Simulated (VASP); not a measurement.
Input of a VASP 6.6.1 run:

The input POSCAR:

```
PbS
1.0
    4.0539260541      0.0000000000      0.0000000000
   -2.0269630270      3.5108029479      0.0000000000
    0.0000000000      0.0000000000      3.7734644362
Pb S
1 1
Direct
    0.0000000000      0.0000000000      0.0000000000
    0.6666666667      0.3333333333      0.5000000000
```

INCAR.step1

```
SYSTEM = PbS
PREC = Accurate ; ENCUT = 600
ISMEAR = 0 ; SIGMA = 0.05
LREAL = .False. ; LASPH = .True.
NELM = 60 ; GGA = PE
ALGO = Normal ; EDIFF = 1E-4
LWAVE = .True. ; LCHARG = .False.
```

File INCAR.step2:

```
SYSTEM = PbS
PREC = Accurate ; ENCUT = 600
EDIFF = 1E-7 ; ISMEAR = 0
SIGMA = 0.05 ; LREAL = .False.
LASPH = .True. ; NELM = 60
ALGO = Normal ; ISIF = 4
LWAVE = .False. ; LCHARG = .False.
METAGGA = R2SCAN ; LMIXTAU = .True.
IBRION = 2 ; NSW = 60
EDIFFG = -0.01 ; ISTART = 1
```

The input KPOINTS:

```
Automatic mesh
0
Gamma
  10 10 10
  0 0 0
```

Potentials or basis: VASP PAW PBE potentials, release 64 (Pb_d, S).

The run is started by

```sh
$ cat potpaw_PBE.64/Pb_d/POTCAR potpaw_PBE.64/S/POTCAR > POTCAR
$ cp INCAR.step1 INCAR
$ mpirun -np 1 vasp_std > vasp.out
$ cp INCAR.step2 INCAR
$ mpirun -np 1 vasp_std > vasp.out
```

(1) What does it give for the band gap on the k mesh?

## Answers

(1) zero (band 10 reaches 5.39 eV, above the bottom of band 11 at 5.12 eV).

Caveat: spin-orbit coupling is left out, which moves the levels of the heavy elements.
